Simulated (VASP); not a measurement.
Set up this calculation in VASP 6.6.1, as the native input.

```yaml
Task: relaxation of volume and atoms at fixed shape
Functional: PBE
Potentials_or_basis: VASP PAW PBE potentials, release 64 (Li_sv)
Cutoff: 600 eV
k_mesh: 12 × 12 × 12
Occupations: methfessel-paxton, width 0.1 eV
Spin: no spin polarisation
Dipole_correction: no
Further_INCAR_settings: ALGO = Normal; EDIFF = 1e-07; IBRION = 2; EDIFFG = -0.01; NSW = 80; ISIF = 8
```

The structure of Li lies in POSCAR:

```
Li
1.0
    3.5100000000      0.0000000000      0.0000000000
    0.0000000000      3.5100000000      0.0000000000
    0.0000000000      0.0000000000      3.5100000000
Li
2
Direct
    0.0000000000      0.0000000000      0.0000000000
    0.5000000000      0.5000000000      0.5000000000
```

One way to write it, as run:

INCAR

```
SYSTEM = Li
  PREC = Accurate
  ENCUT = 600
  EDIFF = 1E-7
  ISMEAR = 1
  SIGMA = 0.1
  LREAL = .False.
  LASPH = .True.
  NELM = 100
  ALGO = Normal
  ISIF = 8
  LWAVE = .False.
  LCHARG = .False.
  GGA = PE
  IBRION = 2
  NSW = 80
  EDIFFG = -0.01
```

KPOINTS

```
regular mesh
0
Gamma
  12 12 12
  0 0 0
```

Potentials or basis: VASP PAW PBE potentials, release 64 (Li_sv).

Command:

```bash
$ cat potpaw_PBE.64/Li_sv/POTCAR > POTCAR
$ mpirun -np 1 vasp_std > vasp.out
```

Results of the run:

```json
{
 "Relaxed volume": "20.14 Å³/atom",
 "Relaxed cell": "a = 3.428 Å, b = 3.428 Å, c = 3.428 Å, α = 90.00°, β = 90.00°, γ = 90.00°",
 "Space group after relaxing (to 0.1 Å)": "Im-3m (No. 229)",
 "Energy gained by relaxing": "4.6 meV/atom",
 "Ionic steps": "3",
 "Pressure after relaxing": "-0.1 GPa",
 "Band gap on the k mesh": "zero (bands 3 and 4 overlap by 4.54 eV)"
}
```

Caveat: the cutoff is under 1.25 times the usual one of these potentials, so pressure, stress and relaxed cells hold a basis-set (Pulay) error.

Wall time 58 s on 1 thread of Intel Xeon 8259CL, with other jobs on the host, peak memory 0.16 GiB.
